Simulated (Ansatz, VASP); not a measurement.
Li4NbO4 in VASP and in Ansatz

Contents of INCAR:

```
ALGO     = Normal         # electronic algorithm
EDIFF    = 1E-6           # SCF threshold, eV
ENCUT    = 520            # plane-wave cutoff, eV
GGA      = PS             # functional
ISIF     = 2              # what is computed and relaxed
ISMEAR   = 0              # smearing method
LASPH    = T              # aspherical terms in the spheres
LCHARG   = F              # write CHGCAR
LREAL    = F              # projectors in reciprocal space
LWAVE    = F              # write WAVECAR
NBANDS   = 34             # bands
NELM     = 80             # most SCF steps
PREC     = Accurate       # precision mode
SIGMA    = 0.05           # smearing width, eV
```

KPOINTS

```
k-points
0
Gamma
  10 10 10
```

File POSCAR:

```
Li4NbO4
1.0
   -3.8119495391      3.8119495391      1.6301049253
    3.8119495391     -3.8119495391      1.6301049253
    3.8119495391      3.8119495391     -1.6301049253
Li Nb O
4 1 4
Direct
    0.2279101365      0.1307668100      0.3586769465
    0.8426719780      0.3341549847      0.1768269627
    0.1573280220      0.6658450153      0.8231730373
    0.6658450153      0.8426719780      0.5085169933
    0.0000000000      0.0000000000      0.0000000000
    0.7589255465      0.0797104317      0.8386359782
    0.9202895683      0.7589255465      0.6792151148
    0.0797104317      0.2410744535      0.3207848852
    0.2410744535      0.9202895683      0.1613640218
```

Input for Ansatz:

```yaml
crystal:
  lattice:
    - [-3.8119495391, 3.8119495391, 1.6301049253]
    - [3.8119495391, -3.8119495391, 1.6301049253]
    - [3.8119495391, 3.8119495391, -1.6301049253]
  atoms:
    - { symbol: Li, position: [0.2279101365, 0.13076681, 0.3586769465] }
    - { symbol: Li, position: [0.842671978, 0.3341549847, 0.1768269627] }
    - { symbol: Li, position: [0.157328022, 0.6658450153, 0.8231730373] }
    - { symbol: Li, position: [0.6658450153, 0.842671978, 0.5085169933] }
    - { symbol: Nb, position: [0.0, 0.0, 0.0] }
    - { symbol: O, position: [0.7589255465, 0.0797104317, 0.8386359782] }
    - { symbol: O, position: [0.9202895683, 0.7589255465, 0.6792151148] }
    - { symbol: O, position: [0.0797104317, 0.2410744535, 0.3207848852] }
    - { symbol: O, position: [0.2410744535, 0.9202895683, 0.1613640218] }
basis:
  ecutwfc: 420
kpoints:
  mp_grid: { grid: [10, 10, 10] }
hamiltonian:
  xc: pbesol
  pseudopotentials: { kind: paw, azcp: { folder: soft_1 } }
scf:
  occupations: { method: gaussian, width: 0.05 }
output:
  forces: true
  stress: true
  eigenvalues: true
  write_density: true
  write_potential: true
  elf: true
  volumetric_format: npy
```

Alike in both runs: task single point; functional PBEsol; k mesh 10 × 10 × 10; occupations gaussian, width 0.05 eV; no spin polarisation.

|  | VASP | Ansatz |
| --- | --- | --- |
| version | VASP 6.6.1 | Ansatz 0.2.0 |
| potentials or method | VASP PAW PBE potentials, release 64 (Li_sv, Nb_sv, O), cutoff 520 eV | scalar-relativistic, plane waves, PAW |
| valence electrons in the cell | 49 | 49 |

Ansatz gave:

| Item | Value |
| --- | --- |
| rms of the force components (eV/Å) | 2.885 |

Question: Estimate VASP's values.

Answer: rms of the force components (eV/Å): 2.943.

VASP's potentials were made for PBE, not for PBEsol, and Ansatz warns of the same on its side. Atom by atom the forces differ by 0.082 eV/Å (rms over components).

Noted on VASP's run: the cutoff is under 1.25 times that of the potentials, so the pressure is a little rough.
